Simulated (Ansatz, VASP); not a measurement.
**TiHg: VASP beside Ansatz**

File INCAR:

```
SYSTEM = TiHg
PREC     = Accurate       ! precision mode
ENCUT    = 520            ! plane-wave cutoff, eV
EDIFF    = 1E-6           ! SCF threshold, eV
ISMEAR   = -1             ! smearing method
SIGMA    = 0.08           ! smearing width, eV
LREAL    = .FALSE.        ! projectors in reciprocal space
LASPH    = .TRUE.         ! aspherical terms in the spheres
NELM     = 60             ! most SCF steps
ALGO     = Normal         ! electronic algorithm
ISIF     = 2              ! what is computed and relaxed
LWAVE    = .FALSE.        ! write WAVECAR
LCHARG   = .FALSE.        ! write CHGCAR
GGA      = CA             ! functional
NBANDS   = 19             ! bands
```

File KPOINTS:

```
regular mesh
0
G
  14 14 10
  0 0 0
```

Contents of POSCAR:

```
TiHg
1.0
    3.0090000000      0.0000000000      0.0000000000
    0.0000000000      3.0090000000      0.0000000000
    0.0000000000      0.0000000000      4.0814100000
Ti Hg
1 1
Direct
    0.5000000000      0.5000000000      0.5000000000
    0.0000000000      0.0000000000      0.0000000000
```

Input for Ansatz:

```yaml
crystal:
  lattice:
    - [3.009, 0.0, 0.0]
    - [0.0, 3.009, 0.0]
    - [0.0, 0.0, 4.08141]
  atoms:
    - { symbol: Ti, position: [0.5, 0.5, 0.5] }
    - { symbol: Hg, position: [0.0, 0.0, 0.0] }
kpoints:
  mp_grid: { grid: [14, 14, 10] }
  band_path:
    path:
      - [0.0, 0.0, 0.0]
      - [0.0, 0.5, 0.0]
      - [0.5, 0.5, 0.0]
      - [0.0, 0.0, 0.0]
      - [0.0, 0.0, 0.5]
      - [0.0, 0.5, 0.5]
      - [0.5, 0.5, 0.5]
      - [0.0, 0.0, 0.5]
      - [0.0, 0.5, 0.0]
    npoints: 5
scf:
  occupations: { method: fermi_dirac, width: 0.08 }
hamiltonian:
  xc: lda
  pseudopotentials: { kind: all_electron, lapw: { basis_error: 0.001 } }
output:
  forces: true
  stress: true
  eigenvalues: true
```

Change from the starting cell: zz strain of +1 %.

Alike in both runs: task single point; functional LDA; k mesh 14 × 14 × 10; occupations fermi-dirac, width 0.08 eV; no spin polarisation.

```csv
,VASP,Ansatz
version,VASP 6.6.1,Ansatz 0.2.0
potentials or method,"VASP PAW LDA potentials, release 64 (Ti_sv, Hg), cutoff 520 eV","all-electron LAPW, scalar-relativistic"
```

```tsv
	VASP	Ansatz	Ansatz less VASP
pressure (GPa)	-6.8	-7.7	-0.84
traceless stress, the component that is largest in VASP (GPa)	0.04	0.07	+0.034
```

LDA's correlation is that of Perdew and Zunger in VASP and of Perdew and Wang (1992) in Ansatz. Ansatz ran all-electron here, and VASP with PAW potentials.

Spin-orbit coupling is off throughout.
